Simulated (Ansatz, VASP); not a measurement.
**Two plane-wave programs on Al4VN2**

The input INCAR:

```
PREC = Accurate
ENCUT = 600
EDIFF = 1E-6
ISMEAR = 0
SIGMA = 0.1
LREAL = F
LASPH = T
NELM = 60
ALGO = Normal
ISIF = 3
LWAVE = F
LCHARG = F
GGA = PE
IBRION = 2
NSW = 80
EDIFFG = -0.001
```

File KPOINTS:

```
Automatic mesh
0
Gamma
  12 12 4
```

The input POSCAR:

```
Al4VN2
1.0
    2.9999686467      0.0000000000      0.0000000000
   -1.4999843234      2.5980490586      0.0000000000
    0.0000000000      0.0000000000     12.0776536386
Al V N
4 1 2
Direct
    0.6666666667      0.3333333333      0.3842218887
    0.3333333333      0.6666666667      0.1669054312
    0.3333333333      0.6666666667      0.6157781113
    0.6666666667      0.3333333333      0.8330945688
    0.0000000000      0.0000000000      0.0000000000
    0.3333333333      0.6666666667      0.3231275700
    0.6666666667      0.3333333333      0.6768724300
```

Input for Ansatz:

```yaml
crystal:
  lattice:
    - [2.9999686467, 0.0, 0.0]
    - [-1.4999843234, 2.5980490586, 0.0]
    - [0.0, 0.0, 12.0776536386]
  atoms:
    - { symbol: Al, position: [0.6666666667, 0.3333333333, 0.3842218887] }
    - { symbol: Al, position: [0.3333333333, 0.6666666667, 0.1669054312] }
    - { symbol: Al, position: [0.3333333333, 0.6666666667, 0.6157781113] }
    - { symbol: Al, position: [0.6666666667, 0.3333333333, 0.8330945688] }
    - { symbol: V, position: [0.0, 0.0, 0.0] }
    - { symbol: "N", position: [0.3333333333, 0.6666666667, 0.32312757] }
    - { symbol: "N", position: [0.6666666667, 0.3333333333, 0.67687243] }
basis:
  ecutwfc: 420
kpoints:
  mp_grid: { grid: [12, 12, 4] }
hamiltonian:
  xc: pbe
scf:
  occupations: { method: gaussian, width: 0.1 }
output:
  forces: true
  stress: true
  eigenvalues: true
relax:
  adjacent_minimum: "off"
  f_tol: 0.001
  max_steps: 60
  cell: { stress_tol: 0.01 }
```

Alike in both runs: task relaxation of cell and atoms; functional PBE; k mesh 12 × 12 × 4; occupations gaussian, width 0.1 eV; no spin polarisation.

|  | VASP | Ansatz |
| --- | --- | --- |
| version | VASP 6.6.1 | Ansatz 0.2.0 |
| potentials or method | VASP PAW PBE potentials, release 64 (Al, V_sv, N), cutoff 600 eV | scalar-relativistic, plane waves, PAW |
| valence electrons in the cell | 35 | 35 |

Ansatz gave:

```
gap on the k mesh at the Fermi level, each at its own relaxed structure (eV) : none
relaxed volume (Å³/atom)                                                     : 13.45
relaxed length of the cell vector where the two differ most in proportion (Å)              : 12.077
```

**Question.** Estimate VASP's values.

**Answer.** gap on the k mesh at the Fermi level, each at its own relaxed structure (eV): none; relaxed volume (Å³/atom): 13.43; relaxed length of the cell vector where the two differ most in proportion (Å): 12.070.

A gap of «none» marks a metal or a gap that the smearing closes.
